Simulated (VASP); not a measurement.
Set up this calculation in VASP 6.6.1, as the native input.

| Property | Result |
| --- | --- |
| Task | single point |
| Functional | PBE |
| Potentials or basis | VASP PAW PBE potentials, release 64 (In_d, P) |
| Cutoff | 520 eV |
| k mesh | 10 × 10 × 10 |
| Occupations | gaussian, width 0.05 eV |
| Spin | no spin polarisation |
| Dipole correction | no |
| Further INCAR settings | ALGO = Normal; EDIFF = 1e-06; NBANDS = 16 |

The structure of InP lies in POSCAR:

```
InP
1.0
    0.0000000000      2.9800342081      2.8459326687
    2.9800342081      0.0000000000      2.8459326687
    2.9800342081      2.9800342081      0.0000000000
In P
1 1
Direct
    0.0000000000      0.0000000000      0.0000000000
    0.7500000000      0.7500000000      0.7500000000
```

This cell differs from its parent crystal: strain -0.0450 x Voigt [0, 0, 1, 0, 0, 0].

One way to write it, as run:

INCAR

```
PREC = Accurate ; ENCUT = 520
EDIFF = 1E-6 ; ISMEAR = 0
SIGMA = 0.05 ; LREAL = F
LASPH = T ; NELM = 100
ALGO = Normal ; ISIF = 2
LWAVE = F ; LCHARG = F
GGA = PE ; NBANDS = 16
```

KPOINTS

```
Automatic mesh
0
Gamma
  10 10 10
```

Potentials or basis: VASP PAW PBE potentials, release 64 (In_d, P).

Command:

```bash
$ cat potpaw_PBE.64/In_d/POTCAR potpaw_PBE.64/P/POTCAR > POTCAR
$ mpirun -np 1 vasp_std > vasp.out
```

It gave:

- Pressure: 2.9 GPa
- Band gap on the k mesh: 0.55 eV, direct

Caveat: the cell differs from its parent crystal (strain -0.0450 x Voigt [0, 0, 1, 0, 0, 0]); spin-orbit coupling is left out, which moves the levels of the heavy elements.

It took 2.3 min on 1 thread of AMD EPYC 7R13, with other jobs on the host, peak memory 0.2 GiB.
